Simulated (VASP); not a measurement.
# Ir3F in VASP: relaxation of the atoms with PBE

Aim: the relaxation of the atoms of Ir3F with PBE.

All numbers are computed with VASP 6.6.1; they aren't measurements. Logs are shortened: lines on timing, memory, paths and dates and some standing lists are left out, and cuts for length are marked.

## Step 1: The cell of the first run

The cell holds a slab with vacuum, 4 atoms: a = 2.737 Å, b = 2.737 Å, c = 19.843 Å, α = 90.00°, β = 90.00°, γ = 120.00°.

## Step 2: Relaxation of the atoms, PBE

Contents of INCAR:

```
SYSTEM = Ir3F
PREC = Accurate
ENCUT = 520
EDIFF = 1E-6
ISMEAR = 0
SIGMA = 0.1
LREAL = .False.
LASPH = .True.
NELM = 100
ALGO = Normal
ISIF = 2
LWAVE = .False.
LCHARG = .False.
LDIPOL = .True.
IDIPOL = 3
DIPOL = 0.5 0.5 0.354
GGA = PE
IBRION = 2
NSW = 36
EDIFFG = -0.025
```

Contents of KPOINTS:

```
Automatic mesh
0
Gamma
  12 12 1
  0 0 0
```

Contents of POSCAR:

```
Ir3F
1.0
    2.7367600872      0.0000000000      0.0000000000
   -1.3683800436      2.3701037596      0.0000000000
    0.0000000000      0.0000000000     19.8425800730
Ir F
3 1
Selective dynamics
Direct
    0.6666666667      0.3333333333      0.2015866881  F F F
    0.3333333333      0.6666666667      0.3110139949  F F F
    0.0000000000      0.0000000000      0.4204382718  F F F
    0.6666666667      0.3333333333      0.4810983532  F F T
```

Potentials or basis: VASP PAW PBE potentials, release 64 (Ir, F).

Started as:

```sh
cat potpaw_PBE.64/Ir/POTCAR potpaw_PBE.64/F/POTCAR > POTCAR
mpirun -np 1 vasp_std > vasp.out
```

OUTCAR:

```text
SYSTEM = Ir3F
   PREC = Accurate
   ENCUT = 520
   EDIFF = 1E-6
   ISMEAR = 0
   LREAL = .False.
   LASPH = .True.
   NELM = 100
   ISIF = 2
   GGA = PE
   IBRION = 2
   NSW = 36
   EDIFFG = -0.025

 ion  position               nearest neighbor table
   1  0.667  0.333  0.202-   2 2.69   2 2.69   2 2.69
   2  0.333  0.667  0.311-   3 2.69   3 2.69   3 2.69   1 2.69   1 2.69   1 2.69
   3  0.000  0.000  0.420-   4 1.99   4 1.99   4 1.99   2 2.69   2 2.69   2 2.69
   4  0.667  0.333  0.481-   3 1.99   3 1.99   3 1.99

  LATTYP: Found a hexagonal cell.
 ALAT       =     2.7367600872
 C/A-ratio  =     7.2503907689

  Lattice vectors:

 A1 = (   2.7367600872,   0.0000000000,   0.0000000000)
 A2 = (  -1.3683800436,   2.3701037596,   0.0000000000)
 A3 = (   0.0000000000,   0.0000000000,  19.8425800730)

Analysis of symmetry for initial positions (statically):
=====================================================================
 Subroutine PRICEL returns:
 Original cell was already a primitive cell.

 Routine SETGRP: Setting up the symmetry group for a
 hexagonal supercell.

 Subroutine GETGRP returns: Found  6 space group operations
 (whereof  6 operations were pure point group operations)
 out of a pool of 24 trial point group operations.

The static configuration has the point symmetry C_3v.

Analysis of symmetry for dynamics (positions and initial velocities):
=====================================================================
 Subroutine PRICEL returns:
 Original cell was already a primitive cell.

 Routine SETGRP: Setting up the symmetry group for a
 hexagonal supercell.

 Subroutine GETGRP returns: Found  6 space group operations
 (whereof  6 operations were pure point group operations)
 out of a pool of 24 trial point group operations.

The dynamic configuration has the point symmetry C_3v.

Analysis of constrained symmetry for selective dynamics:
=====================================================================
 Subroutine PRICEL returns:
 Original cell was already a primitive cell.

 Routine SETGRP: Setting up the symmetry group for a
 hexagonal supercell.

 Subroutine GETGRP returns: Found  6 space group operations
 (whereof  6 operations were pure point group operations)
 out of a pool of 24 trial point group operations.

The constrained configuration has the point symmetry C_3v.

 Subroutine INISYM returns: Found  6 space group operations
 (whereof  6 operations are pure point group operations),
 and found     1 'primitive' translations

----------------------------------------------------------------------------------------

                                     Primitive cell

  volume of cell :     128.7070

  direct lattice vectors                    reciprocal lattice vectors
     2.736760087  0.000000000  0.000000000     0.365395566  0.210961228  0.000000000
    -1.368380044  2.370103760  0.000000000     0.000000000  0.421922456  0.000000000
     0.000000000  0.000000000 19.842580073     0.000000000  0.000000000  0.050396672

  length of vectors
     2.736760087  2.736760087 19.842580073     0.421922456  0.421922456  0.050396672

  position of ions in fractional coordinates (direct lattice)
     0.666666667  0.333333333  0.201586688
     0.333333333  0.666666667  0.311013995
     0.000000000  0.000000000  0.420438272
     0.666666667  0.333333333  0.481098353

  ion indices of the primitive-cell ions
   primitive index   ion index
                 1           1
                 2           2
                 3           3
                 4           4

----------------------------------------------------------------------------------------

 KPOINTS: Automatic mesh

Automatic generation of k-mesh.
 Grid dimensions read from file:
 generate k-points for:   12   12    1

 Generating k-lattice:

  Cartesian coordinates                     Fractional coordinates (reciprocal lattice)
     0.030449630  0.017580102  0.000000000     0.083333333  0.000000000  0.000000000
     0.000000000  0.035160205  0.000000000     0.000000000  0.083333333  0.000000000
     0.000000000  0.000000000  0.050396672     0.000000000  0.000000000  1.000000000

  Length of vectors
     0.035160205  0.035160205  0.050396672

  Shift w.r.t. Gamma in fractional coordinates (k-lattice)
     0.000000000  0.000000000  0.000000000

 Subroutine IBZKPT returns following result:
 ===========================================

 Found     19 irreducible k-points:

 Following reciprocal coordinates:
            Coordinates               Weight
  0.000000  0.000000  0.000000      1.000000
  0.083333 -0.000000  0.000000      6.000000
  0.166667 -0.000000  0.000000      6.000000
  0.250000 -0.000000  0.000000      6.000000
  0.333333 -0.000000  0.000000      6.000000
  0.416667 -0.000000  0.000000      6.000000
[... 11 lines left out ...]
  0.333333  0.250000  0.000000     12.000000
  0.333333  0.333333  0.000000      2.000000
   k-points           NKPTS =     19   k-points in BZ     NKDIM =     19   number of bands    NBANDS=     21
   number of dos      NEDOS =    301   number of ions     NIONS =      4
   total plane-waves  NPLWV =  60000
   dimension x,y,z NGX =    20 NGY =   20 NGZ =  150
   dimension x,y,z NGXF=    40 NGYF=   40 NGZF=  300
   ions per type =               3   1
   NGX,Y,Z   is equivalent  to a cutoff of  12.15, 12.15, 12.57 a.u.
   NGXF,Y,Z  is equivalent  to a cutoff of  24.30, 24.30, 25.13 a.u.
 SYSTEM =  Ir3F
   PREC   = accura    normal or accurate (medium, high low for compatibility)
   ISTART =      0    job   : 0-new  1-cont  2-samecut
   ICHARG =      2    charge: 1-file 2-atom 10-const
   ISPIN  =      1    spin polarized calculation?
   LNONCOLLINEAR =      F non collinear calculations
   LSORBIT =      F    spin-orbit coupling
   LASPH  =      T    aspherical Exc in radial PAW
   ENCUT  =  520.0 eV  38.22 Ry    6.18 a.u.   5.09  5.09 36.89*2*pi/ulx,y,z
   NELM   =    100;   NELMIN=  2; NELMDL= -5     # of ELM steps
   EDIFF  = 0.1E-05   stopping-criterion for ELM
   LREAL  =      F    real-space projection
   EDIFFG = -.3E-01   stopping-criterion for IOM
   NSW    =     36    number of steps for IOM
   IBRION =      2    ionic relax: 0-MD 1-quasi-New 2-CG
   NFREE  =      1    steps in history (QN), initial steepest desc. (CG)
   ISIF   =      2    stress and relaxation
   ISYM   =      2    0-nonsym 1-usesym 2-fastsym
   POTIM  = 0.5000    time-step for ionic-motion
   TEBEG  =    0.0;   TEEND  =   0.0 temperature during run
   PSTRESS=    0.0 pullay stress
   NELECT =      34.0000    total number of electrons
   NUPDOWN=      -1.0000    fix difference up-down
   EMIN   =  10.00;   EMAX   =-10.00  energy-range for DOS
   EFERMI =   0.00;   METHOD = LEGACY
   ISMEAR =     0;   SIGMA  =   0.10  broadening in eV -4-tet -1-fermi 0-gaus
   EFERMI_NEDOS =   21; number of points for ismear=-14 and -15
   IALGO  =     38    algorithm
   IMIX   =      4    mixing-type and parameters
     AMIX     =   0.40;   BMIX     =  1.00
     AMIX_MAG =   1.60;   BMIX_MAG =  1.00
  volume/ion in A,a.u.               =      32.18       217.14
  Fermi-wavevector in a.u.,A,eV,Ry     =   1.050430  1.985025 15.012708  1.103403
  Thomas-Fermi vector in A             =   2.185433
   LORBIT       =      0    0 simple, 1 ext, 2 COOP (PROOUT), +10 PAW based schemes
   GGA     = PE    functional components
   LHFCALC =     F    Hartree Fock is set to
   AEXX    =    0.0000 exact exchange contribution
   IVDW    =     0    specifies the selected vdW correction
   LEPSILON=     F    determine dielectric tensor
   LRPA    =     F    only Hartree local field effects (RPA)
 conjugate gradient relaxation of ions
 non-spin polarized calculation
 Gauss-broadening in eV      SIGMA  =   0.10
  energy-cutoff  :      520.00
  volume of cell :      128.71
 maximum number of plane-waves:      3499
   NGX = 11   NGY = 11   NGZ = 73

--------------------------------------- Ionic step        1  -------------------------------------------

 number of electron      34.0000001 magnetization

 Free energy of the ion-electron system (eV)
  ---------------------------------------------------
  ext. energy  EPLUGINS =         0.00000000
  ---------------------------------------------------
  free energy    TOTEN  =       -26.38084924 eV

  energy without entropy =      -26.36390581  energy(sigma->0) =      -26.37237753

 E-fermi :   0.9244     XC(G=0):  -6.0143

 val. band max:        0.8491432205   @ k =   0.1667   0.1667   0.0000
 cond. band min:       0.9416857051   @ k =   0.3333   0.2500   0.0000
 fundamental gap:      0.0925424845
 Fermi energy:         0.9244162300

 k-point     1 :       0.0000    0.0000    0.0000
  band No.  band energies     occupation
      1     -26.7426      2.00000
      2     -10.0928      2.00000
      3      -8.8167      2.00000
      4      -7.9496      2.00000
      5      -7.9496      2.00000
      6      -6.8671      2.00000
[... 476 lines left out ...]
  FREE ENERGIE OF THE ION-ELECTRON SYSTEM (eV)
  ---------------------------------------------------
  free  energy   TOTEN  =       -26.3808492359 eV

  energy  without entropy=      -26.3639058149  energy(sigma->0) =      -26.37237753

 dipolmoment           0.000000      0.000000     -0.022743 electrons x Angstroem

--------------------------------------- Ionic step        2  -------------------------------------------

 number of electron      34.0000002 magnetization

------------------------ aborting loop because EDIFF is reached ----------------------------------------
[... 71 lines left out ...]
--------------------------------------- Ionic step        4  -------------------------------------------

 number of electron      34.0000005 magnetization

 dipolmoment           0.000000      0.000000      0.092870 electrons x Angstroem

 Free energy of the ion-electron system (eV)
  ---------------------------------------------------
  ext. energy  EPLUGINS =         0.00000000
  ---------------------------------------------------
  free energy    TOTEN  =       -28.15944366 eV

  energy without entropy =      -28.13792597  energy(sigma->0) =      -28.14868482

 E-fermi :  -0.5346     XC(G=0):  -6.1400

 val. band max:       -0.5577808409   @ k =   0.2500   0.1667   0.0000
 cond. band min:      -0.5013325086   @ k =   0.4167   0.0833   0.0000
 fundamental gap:      0.0564483323
 Fermi energy:        -0.5345643042

 k-point     1 :       0.0000    0.0000    0.0000
  band No.  band energies     occupation
      1     -23.6680      2.00000
      2     -10.8024      2.00000
      3      -8.9835      2.00000
      4      -8.3719      2.00000
      5      -4.9149      2.00000
      6      -4.6720      2.00000
[... 445 lines left out ...]
     20       5.1513      0.00000
     21       5.3035      0.00000

------------------------ aborting loop because EDIFF is reached ----------------------------------------

 vacuum level on the upper side and lower side of the slab       (xc-potential included)         1.047        -1.502

  FORCE on cell =-STRESS in cart. coord.  units (eV):
  Direction    XX          YY          ZZ          XY          YZ          ZX
  --------------------------------------------------------------------------------------
  -------------------------------------------------------------------------------------
  Total       -0.3149312     -0.3149312     -1.5309209      0.0000000      0.0000000      0.0000000
  in kB       -3.9203428     -3.9203428    -19.0572889      0.0000000      0.0000000      0.0000000
  external PRESSURE =      -8.9659915 kB  Pullay stress =       0.0000000 kB
[... 19 lines left out ...]
  FREE ENERGIE OF THE ION-ELECTRON SYSTEM (eV)
  ---------------------------------------------------
  free  energy   TOTEN  =       -28.1594436604 eV

  energy  without entropy=      -28.1379259697  energy(sigma->0) =      -28.14868482

 reached required accuracy - stopping structural energy minimisation

 vacuum level on the upper side and lower side of the slab         7.174         4.549
```

It took 10 min on 1 thread of Intel Xeon 8259CL, shared host; peak memory 0.27 GiB.

What came out:

* Free energy: -28.1594 eV
* Energy gained by relaxing: 444.6 meV/atom
* Ionic steps: 4
* Band gap on the k mesh: zero (bands 17 and 18 overlap by 1.98 eV)

The path:
```tsv
step	energy change (eV)	largest force on free atoms (eV/Å)	pressure (GPa)
1	0.0000	8.2752	11.05
2	-1.7455	0.9315	0.24
3	-1.7782	0.0993	-0.76
4	-1.7786	0.0103	-0.90
```

Final structure:
```
Ir F
1.0
     2.73676    0.00000    0.00000
    -1.36838    2.37010    0.00000
     0.00000    0.00000   19.84258
Ir F
3 1
Direct
  0.66667 0.33333 0.20159
  0.33333 0.66667 0.31101
  0.00000 0.00000 0.42044
  0.66667 0.33333 0.50495
```

Levels at points of the mesh, in eV from the Fermi level:
| k point | band 13 | band 14 | band 15 | band 16 | band 17 | band 18 | band 19 | band 20 | band 21 |
| --- | --- | --- | --- | --- | --- | --- | --- | --- | --- |
| (0.00, 0.00, 0.00) | -3.13 | -2.43 | -2.43 | -1.37 | -1.37 | -0.50 | -0.50 | -0.45 | 0.56 |
| (0.50, 0.00, 0.00) | -1.07 | -0.54 | 0.44 | 0.57 | 0.68 | 1.08 | 1.45 | 1.79 | 3.22 |

Caveat: spin-orbit coupling is left out, which moves the levels of the heavy elements.

The gap in the log of VASP goes by the Fermi energy; the results here count the filled bands.